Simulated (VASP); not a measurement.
Here is a VASP 6.6.1 calculation.

File INCAR:

```
SYSTEM = TaN
PREC     = Accurate       ! precision mode
ENCUT    = 600            ! plane-wave cutoff, eV
EDIFF    = 1E-6           ! SCF threshold, eV
ISMEAR   = -1             ! smearing method
SIGMA    = 0.1            ! smearing width, eV
LREAL    = .FALSE.        ! projectors in reciprocal space
LASPH    = .TRUE.         ! aspherical terms in the spheres
NELM     = 120            ! most SCF steps
ALGO     = Normal         ! electronic algorithm
ISIF     = 2              ! what is computed and relaxed
LWAVE    = .FALSE.        ! write WAVECAR
LCHARG   = .FALSE.        ! write CHGCAR
GGA      = PS             ! functional
NBANDS   = 36             ! bands
GGA_COMPAT= .FALSE.
```

The input KPOINTS:

```
Automatic mesh
0
G
  5 5 8
  0 0 0
```

The input POSCAR:

```
TaN
1.0
    5.1257751753      0.0000000000      0.0000000000
   -2.5628875876      4.4390515178      0.0000000000
    0.0000000000      0.0000000000      2.8716573394
Ta N
3 3
Direct
    0.3333333333      0.6666666667      0.5000000000
    0.6666666667      0.3333333333      0.5000000000
    0.0000000000      0.0000000000      0.0000000000
    0.3928500000      0.0000000000      0.0000000000
    0.6071500000      0.6071500000      0.0000000000
    0.0000000000      0.3928500000      0.0000000000
```

Potentials or basis: VASP PAW PBE potentials, release 64 (Ta_sv_GW, N).

The run is started by

```console
$ cat potpaw_PBE.64/Ta_sv_GW/POTCAR potpaw_PBE.64/N/POTCAR > POTCAR
$ mpirun -np 1 vasp_std > vasp.out
```

Problem. Estimate the pressure.

Solution. 10.7 GPa.

Problem. Predict the band gap on the k mesh.

Solution. Zero (band 27 reaches 14.80 eV, above the bottom of band 28 at 11.53 eV).

Forces in eV/Å, atoms in the order of the input:
```
Ta   0.000  0.000  0.000
Ta   0.000  0.000  0.000
Ta   0.000  0.000  0.000
N    0.173  0.000  0.000
N   -0.087 -0.150  0.000
N   -0.087  0.150  0.000
```

Caveat: the PAW data sets were made with another functional, which shifts forces and pressure a little; spin-orbit coupling is left out, which moves the levels of the heavy elements.
